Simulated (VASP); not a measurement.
# AlN (P1) in VASP: further runs

AlN is run at these levels: PBE; tasks: single point.

Everything below comes from runs of VASP 6.6.1. Logs are shortened: lines on timing, memory, paths and dates and some standing lists are left out, and cuts for length are marked.

### 1 The cell of the first run

The typed cell holds 8 atoms: a = 3.941 Å, b = 4.598 Å, c = 4.342 Å, α = 90.67°, β = 89.61°, γ = 91.53°.

### 2 Single point, PBE (atoms moved at random and the cell strained at random)

Contents of INCAR:

```
PREC = Accurate
ENCUT = 520
EDIFF = 1E-6
ISMEAR = 0
SIGMA = 0.05
LREAL = F
LASPH = T
NELM = 80
ALGO = Normal
ISIF = 2
LWAVE = F
LCHARG = T
GGA = PE
LELF = T
LVHAR = T
NBANDS = 26
```

Contents of KPOINTS:

```
Automatic mesh
0
Gamma
  6 6 6
```

Contents of POSCAR:

```
AlN
1.0
    3.9410569430      0.0565654245     -0.0139212724
   -0.0565654245     -4.5980132297      0.0258720905
    0.0139212724      0.0258720905     -4.3414736516
Al N
4 4
Direct
    0.5367988905      0.4918629198      0.9431267420
   -0.0161003745     -0.0260392618      1.0360272240
   -0.0065668998      0.5459714645      0.4800005681
    0.4757109303     -0.0122425100      0.5032092293
    0.7627493772      0.7487513380      0.7889491001
    0.2376967455      0.2014255429      0.7375781331
    0.2302806785      0.7911191929      0.2524409745
    0.7794306523      0.2591513138      0.2586680289
```

Potentials or basis: VASP PAW PBE potentials, release 64 (Al, N).

Launch:

```bash
$ cat potpaw_PBE.64/Al/POTCAR potpaw_PBE.64/N/POTCAR > POTCAR
$ mpirun -np 1 vasp_std > vasp.out
```

OUTCAR:

```text
PREC = Accurate
   ENCUT = 520
   EDIFF = 1E-6
   ISMEAR = 0
   LREAL = F
   LASPH = T
   NELM = 80
   ISIF = 2
   GGA = PE

 ion  position               nearest neighbor table
   1  0.537  0.492  0.943-   5 1.61   6 1.97   8 2.01   7 2.28   3 2.70   2 2.82   3 2.96   3 2.96
                             4 2.99   4 3.01   2 3.03   3 3.17   2 3.17   2 3.21   4 3.33
   2  0.984  0.974  0.036-   7 1.61   5 1.71   8 1.82   6 1.93   3 2.77   4 2.81   1 2.82   4 2.84
                             4 3.01   1 3.03   4 3.07   3 3.10   1 3.17   1 3.21   3 3.24
   3  0.993  0.546  0.480-   7 1.75   8 1.82   5 1.87   6 2.20   1 2.70   4 2.75   2 2.77   4 2.92
                             1 2.96   1 2.96   2 3.10   1 3.17   4 3.24   4 3.24   2 3.24
   4  0.476  0.988  0.503-   7 1.70   6 1.70   8 2.01   5 2.04   3 2.75   2 2.81   2 2.84   3 2.92
                             1 2.99   1 3.01   2 3.01   2 3.07   3 3.24   3 3.24   1 3.33
   5  0.763  0.749  0.789-   1 1.61   2 1.71   3 1.87   4 2.04
   6  0.238  0.201  0.738-   4 1.70   2 1.93   1 1.97   3 2.20
   7  0.230  0.791  0.252-   2 1.61   4 1.70   3 1.75   1 2.28
   8  0.779  0.259  0.259-   3 1.82   2 1.82   1 2.01   4 2.01

  LATTYP: Found a triclinic cell.
 ALAT       =     4.5984339370
 B/A-ratio  =     0.8571369076
 C/A-ratio  =     0.9441416620
 COS(alpha) =     0.0068235791
 COS(beta)  =     0.0116242035
 COS(gamma) =     0.0266695234

  Lattice vectors:

 A1 = (   0.0565654245,   4.5980132297,  -0.0258720905)
 A2 = (   3.9410569430,   0.0565654245,  -0.0139212724)
 A3 = (   0.0139212724,   0.0258720905,  -4.3414736516)

Analysis of symmetry for initial positions (statically):
=====================================================================
 Subroutine PRICEL returns:
 Original cell was already a primitive cell.

 Routine SETGRP: Setting up the symmetry group for a
 triclinic supercell.

 Subroutine GETGRP returns: Found  1 space group operations
 (whereof  1 operations were pure point group operations)
 out of a pool of  2 trial point group operations.

The static configuration has the point symmetry C_1 .

Analysis of symmetry for dynamics (positions and initial velocities):
=====================================================================
 Subroutine PRICEL returns:
 Original cell was already a primitive cell.

 Routine SETGRP: Setting up the symmetry group for a
 triclinic supercell.

 Subroutine GETGRP returns: Found  1 space group operations
 (whereof  1 operations were pure point group operations)
 out of a pool of  2 trial point group operations.

The dynamic configuration has the point symmetry C_1 .

 Subroutine INISYM returns: Found  1 space group operations
 (whereof  1 operations are pure point group operations),
 and found     1 'primitive' translations

----------------------------------------------------------------------------------------

                                     Primitive cell

  volume of cell :      78.6546

  direct lattice vectors                    reciprocal lattice vectors
     3.941056943  0.056565425 -0.013921272     0.253786595 -0.003117645  0.000795207
    -0.056565425 -4.598013230  0.025872091     0.003117645 -0.217530829 -0.001286332
     0.013921272  0.025872091 -4.341473652    -0.000795207 -0.001286332 -0.230346751

  length of vectors
     3.941487445  4.598433937  4.341573060     0.253806989  0.217556972  0.230351715

  position of ions in fractional coordinates (direct lattice)
     0.536798891  0.491862920  0.943126742
     0.983899626  0.973960738  0.036027224
     0.993433100  0.545971464  0.480000568
     0.475710930  0.987757490  0.503209229
     0.762749377  0.748751338  0.788949100
     0.237696746  0.201425543  0.737578133
     0.230280679  0.791119193  0.252440974
     0.779430652  0.259151314  0.258668029

  ion indices of the primitive-cell ions
   primitive index   ion index
                 1           1
                 2           2
                 3           3
                 4           4
                 5           5
                 6           6
                 7           7
                 8           8

----------------------------------------------------------------------------------------

 KPOINTS: Automatic mesh

Automatic generation of k-mesh.
 Grid dimensions read from file:
 generate k-points for:    6    6    6

 Generating k-lattice:

  Cartesian coordinates                     Fractional coordinates (reciprocal lattice)
     0.042297766 -0.000519607  0.000132535     0.166666667 -0.000000000 -0.000000000
     0.000519607 -0.036255138 -0.000214389     0.000000000  0.166666667  0.000000000
    -0.000132535 -0.000214389 -0.038391125    -0.000000000  0.000000000  0.166666667

  Length of vectors
     0.042301165  0.036259495  0.038391953

  Shift w.r.t. Gamma in fractional coordinates (k-lattice)
     0.000000000  0.000000000  0.000000000

 Subroutine IBZKPT returns following result:
 ===========================================

 Found    112 irreducible k-points:

 Following reciprocal coordinates:
            Coordinates               Weight
  0.000000  0.000000  0.000000      1.000000
  0.166667  0.000000 -0.000000      2.000000
  0.333333  0.000000 -0.000000      2.000000
  0.500000  0.000000  0.000000      1.000000
 -0.000000  0.166667 -0.000000      2.000000
  0.166667  0.166667 -0.000000      2.000000
[... 16 lines left out ...]
  0.333333 -0.000000  0.166667      2.000000
  0.500000  0.000000  0.166667      2.000000
 [... further k-points ...]
   k-points           NKPTS =    112   k-points in BZ     NKDIM =    112   number of bands    NBANDS=     26
   number of dos      NEDOS =    301   number of ions     NIONS =      8
   total plane-waves  NPLWV =  34560
   dimension x,y,z NGX =    30 NGY =   36 NGZ =   32
   dimension x,y,z NGXF=    60 NGYF=   72 NGZF=   64
   ions per type =               4   4
   NGX,Y,Z   is equivalent  to a cutoff of  12.65, 13.01, 12.25 a.u.
   NGXF,Y,Z  is equivalent  to a cutoff of  25.31, 26.03, 24.51 a.u.
 SYSTEM =  unknown system
   PREC   = accura    normal or accurate (medium, high low for compatibility)
   ISTART =      0    job   : 0-new  1-cont  2-samecut
   ICHARG =      2    charge: 1-file 2-atom 10-const
   ISPIN  =      1    spin polarized calculation?
   LNONCOLLINEAR =      F non collinear calculations
   LSORBIT =      F    spin-orbit coupling
   LASPH  =      T    aspherical Exc in radial PAW
   ENCUT  =  520.0 eV  38.22 Ry    6.18 a.u.   7.33  8.55  8.07*2*pi/ulx,y,z
   NELM   =     80;   NELMIN=  2; NELMDL= -5     # of ELM steps
   EDIFF  = 0.1E-05   stopping-criterion for ELM
   LREAL  =      F    real-space projection
   EDIFFG = 0.1E-04   stopping-criterion for IOM
   NSW    =      0    number of steps for IOM
   IBRION =     -1    ionic relax: 0-MD 1-quasi-New 2-CG
   NFREE  =      0    steps in history (QN), initial steepest desc. (CG)
   ISIF   =      2    stress and relaxation
   ISYM   =      2    0-nonsym 1-usesym 2-fastsym
   POTIM  = 0.5000    time-step for ionic-motion
   TEBEG  =    0.0;   TEEND  =   0.0 temperature during run
   PSTRESS=    0.0 pullay stress
   NELECT =      32.0000    total number of electrons
   NUPDOWN=      -1.0000    fix difference up-down
   EMIN   =  10.00;   EMAX   =-10.00  energy-range for DOS
   EFERMI =   0.00;   METHOD = LEGACY
   ISMEAR =     0;   SIGMA  =   0.05  broadening in eV -4-tet -1-fermi 0-gaus
   EFERMI_NEDOS =   21; number of points for ismear=-14 and -15
   IALGO  =     38    algorithm
   IMIX   =      4    mixing-type and parameters
     AMIX     =   0.40;   BMIX     =  1.00
     AMIX_MAG =   1.60;   BMIX_MAG =  1.00
  volume/ion in A,a.u.               =       9.83        66.35
  Fermi-wavevector in a.u.,A,eV,Ry     =   1.213063  2.292357 20.021278  1.471522
  Thomas-Fermi vector in A             =   2.348527
   LORBIT       =      0    0 simple, 1 ext, 2 COOP (PROOUT), +10 PAW based schemes
   GGA     = PE    functional components
   LHFCALC =     F    Hartree Fock is set to
   AEXX    =    0.0000 exact exchange contribution
   IVDW    =     0    specifies the selected vdW correction
   LEPSILON=     F    determine dielectric tensor
   LRPA    =     F    only Hartree local field effects (RPA)
 non-spin polarized calculation
 Gauss-broadening in eV      SIGMA  =   0.05
  energy-cutoff  :      520.00
  volume of cell :       78.65
 maximum number of plane-waves:      2146
 NGX is ok and might be reduce to    30
   NGX = 15   NGY = 17   NGZ = 17

 number of electron      32.0000000 magnetization

 Free energy of the ion-electron system (eV)
  ---------------------------------------------------
  ext. energy  EPLUGINS =         0.00000000
  ---------------------------------------------------
  free energy    TOTEN  =       -54.40097366 eV

  energy without entropy =      -54.40097366  energy(sigma->0) =      -54.40097366

 E-fermi :   7.8804     XC(G=0): -11.1832

 val. band max:        7.5811492809   @ k =   0.5000   0.5000   0.5000
 cond. band min:       9.0372883704   @ k =   0.0000   0.0000   0.0000
 fundamental gap:      1.4561390894
 Fermi energy:         7.8804333041

 k-point     1 :       0.0000    0.0000    0.0000
  band No.  band energies     occupation
      1      -9.1220      2.00000
      2      -6.6704      2.00000
      3      -5.9981      2.00000
      4      -4.9849      2.00000
      5       0.7488      2.00000
      6       1.1229      2.00000
[... 18 lines left out ...]
     25      18.9960      0.00000
     26      19.7824      0.00000

 k-point     2 :       0.1667    0.0000   -0.0000
  band No.  band energies     occupation
      1      -8.9656      2.00000
      2      -6.7713      2.00000
      3      -5.9565      2.00000
      4      -5.1319      2.00000
      5       0.9003      2.00000
      6       1.2789      2.00000
[... 18 lines left out ...]
     25      18.8921      0.00000
[... 608 lines left out ...]
     25      18.4928      0.00000
     26      19.2268      0.00000

 k-point    24 :       0.5000    0.0000    0.1667
  band No.  band energies     occupation
      1      -8.0023      2.00000
      2      -7.5388      2.00000
      3      -5.8478      2.00000
      4      -5.5611      2.00000
      5       1.4685      2.00000
      6       1.8790      2.00000
[... 18 lines left out ...]
     25      18.5660      0.00000
     26      19.1736      0.00000

 [... further k-points ...]

------------------------ aborting loop because EDIFF is reached ----------------------------------------

  FORCE on cell =-STRESS in cart. coord.  units (eV):
  Direction    XX          YY          ZZ          XY          YZ          ZX
  --------------------------------------------------------------------------------------
  -------------------------------------------------------------------------------------
  Total       19.8600139     12.6613792     18.3038665     -4.7373878      0.3722270     -0.7904986
  in kB      404.5442054    257.9095684    372.8458198    -96.4995685      7.5821836    -16.1022862
  external PRESSURE =     345.0998645 kB  Pullay stress =       0.0000000 kB

 VOLUME and BASIS-vectors are now :
 -----------------------------------------------------------------------------
  energy-cutoff  :      520.00
  volume of cell :       78.65
      direct lattice vectors                 reciprocal lattice vectors
     3.941056943  0.056565425 -0.013921272     0.253786595 -0.003117645  0.000795207
    -0.056565425 -4.598013230  0.025872091     0.003117645 -0.217530829 -0.001286332
     0.013921272  0.025872091 -4.341473652    -0.000795207 -0.001286332 -0.230346751

 POSITION                                       TOTAL-FORCE (eV/Angst)
 -----------------------------------------------------------------------------------
      2.10086     -2.20683     -4.08931        -4.896393      6.623844     -4.813127
      3.82301     -4.42170     -0.14491        -0.731378     -6.783182      3.438966
      3.89098     -2.44177     -2.08361         0.456547      3.903406     -1.610350
      1.82594     -4.50179     -2.16574         4.180608     -2.201655     -0.452255
      2.97467     -3.37921     -3.41645         0.513112     -2.236314      6.254018
      0.93565     -0.89363     -3.20027        -0.697688     -4.787701     -2.445175
      0.86631     -3.61802     -1.07870         3.815951      5.957144     -0.836895
      3.06072     -1.14080     -1.12715        -2.640759     -0.475543      0.464818
 -----------------------------------------------------------------------------------
    total drift:                               -0.000547     -0.000341      0.000741

  FREE ENERGIE OF THE ION-ELECTRON SYSTEM (eV)
  ---------------------------------------------------
  free  energy   TOTEN  =       -54.4009736615 eV

  energy  without entropy=      -54.4009736615  energy(sigma->0) =      -54.40097366
```

Run time: 5.1 min. Hardware: 1 thread of Intel Xeon 8259CL, shared host; peak memory 0.29 GiB.

Results:

```yaml
Free_energy: -54.4010 eV
Pressure: 34.5 GPa
Largest_force: 9.540 eV/Å
Band_gap_on_the_k_mesh: 1.46 eV (least direct gap 1.71 eV)
```

Forces in eV/Å, atoms in the order of the input:
```
Al  -4.896  6.624 -4.813
Al  -0.731 -6.783  3.439
Al   0.457  3.903 -1.610
Al   4.181 -2.202 -0.452
N    0.513 -2.236  6.254
N   -0.698 -4.788 -2.445
N    3.816  5.957 -0.837
N   -2.641 -0.476  0.465
```

Caveat: the cell differs from its parent crystal (atoms moved at random and the cell strained at random); the cell stands under pressure; forces of over 1 eV/Å act on the atoms, so gaps and moduli don't describe the material at rest.

### 3 Single point, PBE (atoms moved at random and the cell strained at random)

Contents of INCAR:

```
  PREC = Accurate
  ENCUT = 520
  EDIFF = 1E-6
  ISMEAR = 0
  SIGMA = 0.05
  LREAL = False
  LASPH = True
  NELM = 100
  ALGO = Normal
  ISIF = 2
  LWAVE = False
  LCHARG = False
  GGA = PE
  NBANDS = 26
```

KPOINTS is that of step 2.

Contents of POSCAR:

```
AlN
1.0
    4.4107203348     -0.0321563987     -0.0296064247
    0.0321563987     -4.4097282422     -0.0127011378
    0.0296064247     -0.0127011378     -4.4241668548
Al N
4 4
Direct
    0.5261220849      0.5544881856      0.9872171293
   -0.0563924266     -0.0539129810      1.0101380240
    0.0345857569      0.4934106934      0.5831033562
    0.5970150008     -0.0474228010      0.4198103455
    0.7937075863      0.6404933374      0.7904271365
    0.1545715315      0.2587361844      0.7778477343
    0.2998138526      0.8211630483      0.2936621055
    0.6505766136      0.3330443329      0.1377941686
```

Potentials or basis: VASP PAW PBE potentials, release 64 (Al, N).

Launch:

```bash
$ cat potpaw_PBE.64/Al/POTCAR potpaw_PBE.64/N/POTCAR > POTCAR
$ mpirun -np 1 vasp_std > vasp.out
```

It took 5.3 min on 1 thread of Intel Xeon 8259CL, shared host; peak memory 0.32 GiB.

Results (log left out):

```yaml
Free_energy: -35.8266 eV
Pressure: 77.2 GPa
Largest_force: 42.920 eV/Å
Band_gap_on_the_k_mesh: 0.09 eV (least direct gap 0.18 eV)
```

Forces in eV/Å, atoms in the order of the input:
```
Al  -26.596 -20.410  10.892
Al    4.843  -4.679   1.035
Al    1.553  -7.735  17.849
Al    4.225  -6.100  -5.915
N     0.364 -12.582   4.526
N     8.438  13.950  -9.673
N    -9.876   5.706   4.459
N    17.050  31.851 -23.173
```

Stress tensor (GPa, compression positive):
```
 77.39  34.29  -1.72
 34.29  81.43 -41.41
 -1.72 -41.41  72.86
```

Levels at points of the mesh, in eV from the valence-band top:
```tsv
k point	band 12	band 13	band 14	band 15	band 16	band 17	band 18	band 19	band 20	band 21
(0.00, 0.00, 0.00)	-2.89	-1.98	-1.22	-0.85	-0.13	0.09	1.58	3.19	4.18	5.63
(0.50, 0.00, 0.00)	-2.82	-1.66	-1.48	-1.26	-0.73	1.65	2.91	3.78	4.64	5.52
(0.00, 0.50, 0.00)	-2.86	-2.75	-1.64	-0.74	-0.59	0.67	2.62	3.83	4.47	5.84
(0.50, 0.50, 0.00)	-2.50	-2.22	-1.90	-0.37	-0.12	1.87	2.81	4.26	4.62	5.96
(0.00, 0.00, 0.50)	-2.54	-2.27	-1.68	-0.97	-0.53	0.56	3.17	3.70	5.00	6.64
(0.50, 0.00, 0.50)	-3.29	-2.19	-1.52	-0.55	-0.01	2.07	2.97	4.71	5.12	5.85
(0.00, 0.50, 0.50)	-2.69	-1.90	-1.35	-0.37	-0.18	0.75	3.23	4.75	5.10	6.53
(0.50, 0.50, 0.50)	-2.37	-1.48	-0.54	-0.19	-0.11	1.74	3.27	4.34	5.34	5.61
```

Caveat: the cell differs from its parent crystal (atoms moved at random and the cell strained at random); atoms lie so close that the PAW spheres overlap strongly, which falsifies energies and pressures; the cell stands under pressure; forces of over 1 eV/Å act on the atoms, so gaps and moduli don't describe the material at rest. A k mesh can miss the band edges.
